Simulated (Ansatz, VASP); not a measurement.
**Li2O in VASP and in Ansatz**

```
CELL_PARAMETERS angstrom
0.00000 2.27058 2.27058
2.27058 0.00000 2.27058
2.27058 2.27058 0.00000
ATOMIC_POSITIONS crystal
Li 0.25000 0.25000 0.25000
Li 0.75000 0.75000 0.75000
O 0.00000 0.00000 0.00000
```

Alike in both runs: task single point; functional PBE; k mesh 8 × 8 × 8; occupations gaussian, width 0.02 eV; no spin polarisation.

|  | VASP | Ansatz |
| --- | --- | --- |
| version | VASP 6.6.1 | Ansatz 0.2.0 |
| potentials or method | VASP PAW PBE potentials, release 64 (Li_sv, O), cutoff 750 eV | scalar-relativistic, plane waves, PAW |
| valence electrons in the cell | 12 | 12 |

```csv
,VASP,Ansatz,Ansatz less VASP
gap on the k mesh at the Fermi level (eV),5.08,5.09,+0.014
least direct gap on the mesh (eV),5.66,5.65,-0.003
pressure (GPa),4.7,4.9,+0.25
```
